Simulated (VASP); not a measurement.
# P (P6/mmm) in VASP: notebook, part 2 of 2

VASP 6.6.1. Earlier steps stand in the parts before.

## 3. Density of states, PBE (volume scaled by 0.52)

Contents of POSCAR:

```
P
1.0
    3.5259383816      0.0000000000      0.0000000000
   -1.7629691908      3.0535522106      0.0000000000
    0.0000000000      0.0000000000      2.0787792130
P
3
Direct
    0.0000000000      0.0000000000      0.0000000000
    0.3333333333      0.6666666667      0.5000000000
    0.6666666667      0.3333333333      0.5000000000
```

Contents of INCAR.step1:

```
SYSTEM = P
PREC = Accurate
ENCUT = 520
EDIFF = 1E-7
ISMEAR = -1
SIGMA = 0.05
LREAL = .False.
LASPH = .True.
NELM = 60
ALGO = Normal
ISIF = 2
LWAVE = .False.
LCHARG = .True.
GGA = PE
NBANDS = 14
```

Contents of KPOINTS.step1:

```
regular mesh
0
Gamma
  9 9 12
  0 0 0
```

Contents of INCAR.step2:

```
SYSTEM = P
PREC = Accurate
ENCUT = 520
EDIFF = 1E-7
ISMEAR = -5
SIGMA = 0.05
LREAL = .False.
LASPH = .True.
NELM = 60
ALGO = Normal
ISIF = 2
LWAVE = .False.
LCHARG = .False.
GGA = PE
LORBIT = 10
NBANDS = 14
NEDOS = 2001
ICHARG = 11
```

Contents of KPOINTS.step2:

```
regular mesh
0
Gamma
  14 14 18
  0 0 0
```

Potentials or basis: VASP PAW PBE potentials, release 64 (P).

Run with:

```bash
$ cat potpaw_PBE.64/P/POTCAR > POTCAR
$ cp INCAR.step1 INCAR
$ cp KPOINTS.step1 KPOINTS
$ mpirun -np 1 vasp_std > vasp.out
$ cp INCAR.step2 INCAR
$ cp KPOINTS.step2 KPOINTS
$ mpirun -np 1 vasp_std > vasp.out
```

OUTCAR:

```text
SYSTEM = P
   PREC = Accurate
   ENCUT = 520
   EDIFF = 1E-7
   ISMEAR = -5
   LREAL = .False.
   LASPH = .True.
   NELM = 60
   ISIF = 2
   GGA = PE
   LORBIT = 10
   ICHARG = 11

 ion  position               nearest neighbor table
   1  0.000  0.000  0.000-   2 2.29   3 2.29   2 2.29   3 2.29   2 2.29   2 2.29   3 2.29   3 2.29
                             3 2.29   3 2.29   2 2.29   2 2.29
   2  0.333  0.667  0.500-   3 2.04   3 2.04   3 2.04   1 2.29   1 2.29   1 2.29   1 2.29   1 2.29
                             1 2.29   3 2.91   3 2.91   3 2.91   3 2.91   3 2.91   3 2.91
   3  0.667  0.333  0.500-   2 2.04   2 2.04   2 2.04   1 2.29   1 2.29   1 2.29   1 2.29   1 2.29
                             1 2.29   2 2.91   2 2.91   2 2.91   2 2.91   2 2.91   2 2.91

  LATTYP: Found a hexagonal cell.
 ALAT       =     3.5259383816
 C/A-ratio  =     0.5895676521

  Lattice vectors:

 A1 = (   3.5259383816,   0.0000000000,   0.0000000000)
 A2 = (  -1.7629691908,   3.0535522106,   0.0000000000)
 A3 = (   0.0000000000,   0.0000000000,   2.0787792130)

Analysis of symmetry for initial positions (statically):
=====================================================================
 Subroutine PRICEL returns:
 Original cell was already a primitive cell.

 Routine SETGRP: Setting up the symmetry group for a
 hexagonal supercell.

 Subroutine GETGRP returns: Found 24 space group operations
 (whereof 24 operations were pure point group operations)
 out of a pool of 24 trial point group operations.

The static configuration has the point symmetry D_6h.

Analysis of symmetry for dynamics (positions and initial velocities):
=====================================================================
 Subroutine PRICEL returns:
 Original cell was already a primitive cell.

 Routine SETGRP: Setting up the symmetry group for a
 hexagonal supercell.

 Subroutine GETGRP returns: Found 24 space group operations
 (whereof 24 operations were pure point group operations)
 out of a pool of 24 trial point group operations.

The dynamic configuration has the point symmetry D_6h.

[... 137 lines left out ...]
 maximum number of plane-waves:       632
 NGX is ok and might be reduce to    28

 number of electron      15.0000002 magnetization

 Free energy of the ion-electron system (eV)
  ---------------------------------------------------
  ext. energy  EPLUGINS =         0.00000000
  ---------------------------------------------------
  free energy    TOTEN  =        -5.65329154 eV

  energy without entropy =       -5.65329154  energy(sigma->0) =       -5.65329154

 E-fermi :  22.0167     XC(G=0): -14.5755

 val. band max:       22.5196388658   @ k =   0.2143   0.2143   0.1111
 cond. band min:      21.7871465188   @ k =   0.1429   0.0714   0.3333
 fundamental gap:     -0.7324923470
 Fermi energy:        22.0166526636

 k-point     1 :       0.0000    0.0000    0.0000
  band No.  band energies     occupation
      1      -3.1283      2.00000
      2      11.0674      2.00000
      3      11.0675      2.00000
      4      11.1916      2.00000
      5      11.1916      2.00000
      6      12.7770      2.00000
      7      12.9823      2.00000
      8      27.4674      0.00000
      9      28.5702      0.00000
     10      36.3284      0.00000
     11      36.9461      0.00000
     12      36.9461      0.00000
     13      37.7903      0.00000
     14      37.7903      0.00000
[... 377 lines left out ...]
      1       1.5346      2.00000
      2       1.6191      2.00000
      3       2.6446      2.00000
      4      15.1125      2.00000
      5      17.0291      2.00000
      6      17.2352      2.00000
      7      27.6183      0.00000
      8      28.3074      0.00000
      9      29.1121      0.00000
     10      29.3991      0.00000
     11      30.5686      0.00000
     12      31.3570      0.00000
     13      31.4595      0.00000
     14      31.5191      0.00000

 [... further k-points ...]
[... 5 lines left out ...]
  --------------------------------------------------------------------------------------
  -------------------------------------------------------------------------------------
  Total       32.4792854     32.4792854     32.4038599     -0.0000000     -0.0000000      0.0000000
  in kB     2325.0302853   2325.0302852   2319.6309502     -0.0000000     -0.0000000      0.0000000
  external PRESSURE =    2323.2305069 kB  Pullay stress =       0.0000000 kB

 VOLUME and BASIS-vectors are now :
 -----------------------------------------------------------------------------
  energy-cutoff  :      520.00
  volume of cell :       22.38
      direct lattice vectors                 reciprocal lattice vectors
     3.525938382  0.000000000  0.000000000     0.283612443  0.163743721  0.000000000
    -1.762969191  3.053552211  0.000000000     0.000000000  0.327487441  0.000000000
     0.000000000  0.000000000  2.078779213     0.000000000  0.000000000  0.481051568

 POSITION                                       TOTAL-FORCE (eV/Angst)
 -----------------------------------------------------------------------------------
      0.00000      0.00000      0.00000        -0.000000      0.000000      0.000000
     -0.00000      2.03570      1.03939        -0.000000      0.000000      0.000000
      1.76297      1.01785      1.03939         0.000000     -0.000000     -0.000000
 -----------------------------------------------------------------------------------
    total drift:                                0.000000     -0.000000     -0.000000

  FREE ENERGIE OF THE ION-ELECTRON SYSTEM (eV)
  ---------------------------------------------------
  free  energy   TOTEN  =        -5.6532915371 eV

  energy  without entropy=       -5.6532915371  energy(sigma->0) =       -5.65329154

 total charge

# of ion       s       p       d       tot
------------------------------------------
    1        1.083   1.574   0.000   2.658
    2        1.060   1.671   0.000   2.731
    3        1.060   1.671   0.000   2.731
--------------------------------------------------
tot          3.203   4.916   0.000   8.119
```

OUTCAR.step1:

```text
SYSTEM = P
   PREC = Accurate
   ENCUT = 520
   EDIFF = 1E-7
   ISMEAR = -1
[... 638 lines left out ...]
      0.00000      0.00000      0.00000        -0.000000      0.000000      0.000000
     -0.00000      2.03570      1.03939        -0.000000     -0.000000     -0.000000
      1.76297      1.01785      1.03939         0.000000     -0.000000      0.000000
 -----------------------------------------------------------------------------------
    total drift:                                0.000000     -0.000000     -0.000000

  FREE ENERGIE OF THE ION-ELECTRON SYSTEM (eV)
  ---------------------------------------------------
  free  energy   TOTEN  =        -5.6735391519 eV

  energy  without entropy=       -5.6670987219  energy(sigma->0) =       -5.67031894
```

OSZICAR.step1:

```text
N       E                     dE             d eps       ncg     rms          rms(c)
DAV:   1     0.455200421973E+02    0.45520E+02   -0.72378E+03  2376   0.963E+02
DAV:   2    -0.429418424282E+01   -0.49814E+02   -0.45890E+02  3138   0.170E+02
DAV:   3    -0.582689736497E+01   -0.15327E+01   -0.15104E+01  3056   0.265E+01
DAV:   4    -0.583302261745E+01   -0.61253E-02   -0.61237E-02  2754   0.182E+00
DAV:   5    -0.583304989525E+01   -0.27278E-04   -0.27279E-04  3056   0.993E-02    0.239E+01
DAV:   6    -0.572401835398E+01    0.10903E+00   -0.42491E-02  2868   0.141E+00    0.141E+01
DAV:   7    -0.567465443465E+01    0.49364E-01   -0.43387E-02  2906   0.143E+00    0.307E-01
DAV:   8    -0.567357744244E+01    0.10770E-02   -0.35019E-03  2786   0.451E-01    0.224E-01
DAV:   9    -0.567353853521E+01    0.38907E-04   -0.38231E-04  3058   0.135E-01    0.104E-01
DAV:  10    -0.567353782420E+01    0.71101E-06   -0.45454E-06  2792   0.165E-02    0.434E-02
DAV:  11    -0.567353934017E+01   -0.15160E-05   -0.69299E-07  2964   0.635E-03    0.224E-03
DAV:  12    -0.567353915806E+01    0.18211E-06   -0.71420E-08  1746   0.182E-03    0.602E-04
DAV:  13    -0.567353915194E+01    0.61282E-08   -0.55198E-09  1614   0.629E-04
   1 F= -.56735392E+01 E0= -.56703189E+01  d E =-.644043E-02
```

Run time: 37 s. Hardware: 1 thread of Intel Xeon Platinum 8375C at 2.90GHz (Ice Lake), shared host; peak memory 0.17 GiB.

What came out:

| Item | Value |
| --- | --- |
| Valence electrons inside the program's atomic spheres | P 2.66, 2.73 |

Caveat: the cell differs from its parent crystal (volume scaled by 0.52); tetrahedron occupations give inexact forces and stress in metals.

## 4. Density of states, PBE

This run uses another cell than the first one, of 14.35 Å³/atom, 2.222 times its volume.

Contents of POSCAR:

```
P
1.0
    4.3986339056      0.0000000000      0.0000000000
   -2.1993169528      3.8093287042      0.0000000000
    0.0000000000      0.0000000000      2.5687321628
P
3
Direct
    0.0000000000      0.0000000000      0.0000000000
    0.3333333333      0.6666666667      0.5000000000
    0.6666666667      0.3333333333      0.5000000000
```

Contents of INCAR.step1:

```
ALGO = Normal
EDIFF = 1E-6
ENCUT = 520
GGA = PE
ISIF = 2
ISMEAR = -1
LASPH = T
LCHARG = T
LREAL = F
LWAVE = F
NBANDS = 14
NELM = 60
PREC = Accurate
SIGMA = 0.05
```

Contents of KPOINTS.step1:

```
k-points
0
Gamma
  9 9 12
```

Contents of INCAR.step2:

```
ALGO = Normal
EDIFF = 1E-6
ENCUT = 520
GGA = PE
ICHARG = 11
ISIF = 2
ISMEAR = -5
LASPH = T
LCHARG = F
LORBIT = 10
LREAL = F
LWAVE = F
NEDOS = 1001
NELM = 60
PREC = Accurate
SIGMA = 0.05
```

Contents of KPOINTS.step2:

```
k-points
0
Gamma
  14 14 18
```

Potentials or basis: VASP PAW PBE potentials, release 64 (P).

Run with:

```bash
$ cat potpaw_PBE.64/P/POTCAR > POTCAR
$ cp INCAR.step1 INCAR
$ cp KPOINTS.step1 KPOINTS
$ mpirun -np 1 vasp_std > vasp.out
$ cp INCAR.step2 INCAR
$ cp KPOINTS.step2 KPOINTS
$ mpirun -np 1 vasp_std > vasp.out
```

OUTCAR:

```text
EDIFF = 1E-6
   ENCUT = 520
   GGA = PE
   ICHARG = 11
   ISIF = 2
   ISMEAR = -5
   LASPH = T
   LORBIT = 10
   LREAL = F
   NELM = 60
   PREC = Accurate

 ion  position               nearest neighbor table
   1  0.000  0.000  0.000-   2 2.85   3 2.85   2 2.85   3 2.85   3 2.85   3 2.85   2 2.85   2 2.85
                             3 2.85   3 2.85   2 2.85   2 2.85
   2  0.333  0.667  0.500-   3 2.54   3 2.54   3 2.54   1 2.85   1 2.85   1 2.85   1 2.85   1 2.85
                             1 2.85
   3  0.667  0.333  0.500-   2 2.54   2 2.54   2 2.54   1 2.85   1 2.85   1 2.85   1 2.85   1 2.85
                             1 2.85

  LATTYP: Found a hexagonal cell.
 ALAT       =     4.3986339056
 C/A-ratio  =     0.5839840773

  Lattice vectors:
[... 535 lines left out ...]
  in kB        6.5999946      6.5999946    -28.4481298      0.0000000     -0.0000000      0.0000000
  external PRESSURE =      -5.0827135 kB  Pullay stress =       0.0000000 kB

 VOLUME and BASIS-vectors are now :
 -----------------------------------------------------------------------------
  energy-cutoff  :      520.00
  volume of cell :       43.04
      direct lattice vectors                 reciprocal lattice vectors
     4.398633906  0.000000000  0.000000000     0.227343312  0.131256722  0.000000000
    -2.199316953  3.809328704  0.000000000     0.000000000  0.262513445  0.000000000
     0.000000000  0.000000000  2.568732163     0.000000000  0.000000000  0.389297107

 POSITION                                       TOTAL-FORCE (eV/Angst)
 -----------------------------------------------------------------------------------
      0.00000      0.00000      0.00000         0.000000      0.000000      0.000000
     -0.00000      2.53955      1.28437         0.000000     -0.000000     -0.000000
      2.19932      1.26978      1.28437        -0.000000      0.000000      0.000000
 -----------------------------------------------------------------------------------
    total drift:                               -0.000000     -0.000000     -0.000000

  FREE ENERGIE OF THE ION-ELECTRON SYSTEM (eV)
  ---------------------------------------------------
  free  energy   TOTEN  =       -14.0404168575 eV

  energy  without entropy=      -14.0404168575  energy(sigma->0) =      -14.04041686

 total charge

# of ion       s       p       d       tot
------------------------------------------
    1        1.153   1.189   0.000   2.342
    2        1.136   1.187   0.000   2.323
    3        1.136   1.187   0.000   2.323
--------------------------------------------------
tot          3.426   3.563   0.000   6.989
```

OUTCAR.step1:

```text
EDIFF = 1E-6
   ENCUT = 520
   GGA = PE
   ISIF = 2
[... 638 lines left out ...]
      0.00000      0.00000      0.00000        -0.000000     -0.000000      0.000000
     -0.00000      2.53955      1.28437         0.000000     -0.000000      0.000000
      2.19932      1.26978      1.28437        -0.000000      0.000000      0.000000
 -----------------------------------------------------------------------------------
    total drift:                               -0.000000     -0.000000     -0.000000

  FREE ENERGIE OF THE ION-ELECTRON SYSTEM (eV)
  ---------------------------------------------------
  free  energy   TOTEN  =       -14.0462182260 eV

  energy  without entropy=      -14.0338190516  energy(sigma->0) =      -14.04001864
```

OSZICAR.step1:

```text
N       E                     dE             d eps       ncg     rms          rms(c)
DAV:   1     0.325634925858E+02    0.32563E+02   -0.61808E+03  2352   0.887E+02
DAV:   2    -0.122887234325E+02   -0.44852E+02   -0.41386E+02  3106   0.140E+02
DAV:   3    -0.140536572079E+02   -0.17649E+01   -0.17300E+01  3006   0.259E+01
DAV:   4    -0.140667158094E+02   -0.13059E-01   -0.13054E-01  2838   0.278E+00
DAV:   5    -0.140668338815E+02   -0.11807E-03   -0.11806E-03  3124   0.243E-01    0.717E+00
DAV:   6    -0.140518948010E+02    0.14939E-01   -0.11026E-02  2850   0.599E-01    0.416E+00
DAV:   7    -0.140461593577E+02    0.57354E-02   -0.18841E-02  2820   0.779E-01    0.166E-01
DAV:   8    -0.140462009536E+02   -0.41596E-04   -0.38553E-04  2966   0.135E-01    0.897E-02
DAV:   9    -0.140462176350E+02   -0.16681E-04   -0.48101E-05  2904   0.428E-02    0.111E-02
DAV:  10    -0.140462182260E+02   -0.59091E-06   -0.11745E-06  2426   0.799E-03
   1 F= -.14046218E+02 E0= -.14040019E+02  d E =-.123992E-01
```

Run time: 2.1 min. Hardware: 1 thread of AMD EPYC 7R43 (Zen 3), shared host; peak memory 0.18 GiB.

What came out:

| Quantity | Value |
| --- | --- |
| Valence electrons inside the program's atomic spheres | P 2.34, 2.32 |

Levels at points of the mesh, in eV from the Fermi level:
```csv
k point,band 4,band 5,band 6,band 7,band 8,band 9,band 10,band 11
"(0.00, 0.00, 0.00)",-5.76,-5.76,-5.43,-5.43,3.02,6.43,6.78,6.78
"(0.50, 0.00, 0.00)",-7.92,-0.94,-0.62,0.80,1.27,2.80,4.91,4.96
"(0.00, 0.00, 0.50)",-3.49,-3.28,-2.89,-2.77,-2.77,-0.73,-0.73,-0.07
"(0.50, 0.00, 0.50)",-7.26,-5.14,-4.30,-4.00,-1.78,2.19,2.93,4.04
```

Caveat: the bands computed are all filled at some k points, so no gap is given.
